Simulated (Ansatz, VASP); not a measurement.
Two plane-wave programs on ZrB2

```xyz
3
Lattice="3.0902 0.0000 0.0000 -1.5451 2.6762 0.0000 0.0000 0.0000 3.4418" Properties=species:S:1:pos:R:3 pbc="T T T"
Zr    0.0000    0.0000    0.0000
B     0.0000    1.7841    1.7209
B     1.5451    0.8921    1.7209
```

Alike in both runs: task single point; functional LDA; k mesh 18 × 18 × 12; occupations gaussian, width 0.15 eV; no spin polarisation.

```csv
,VASP,Ansatz
version,VASP 6.6.1,Ansatz 0.2.0
potentials or method,"VASP PAW LDA potentials, release 64 (Zr_sv, B), cutoff 520 eV","scalar-relativistic, plane waves, PAW"
valence electrons in the cell,18,18
```

```tsv
	VASP	Ansatz	Ansatz less VASP
gap on the k mesh at the Fermi level (eV)	none	none	-
pressure (GPa)	12.2	11.6	-0.61
traceless stress, the component that is largest in VASP (GPa)	-0.47	-0.52	-0.050
```

LDA's correlation is that of Perdew and Zunger in VASP and of Perdew and Wang (1992) in Ansatz. A gap of «none» marks a metal or a gap that the smearing closes.
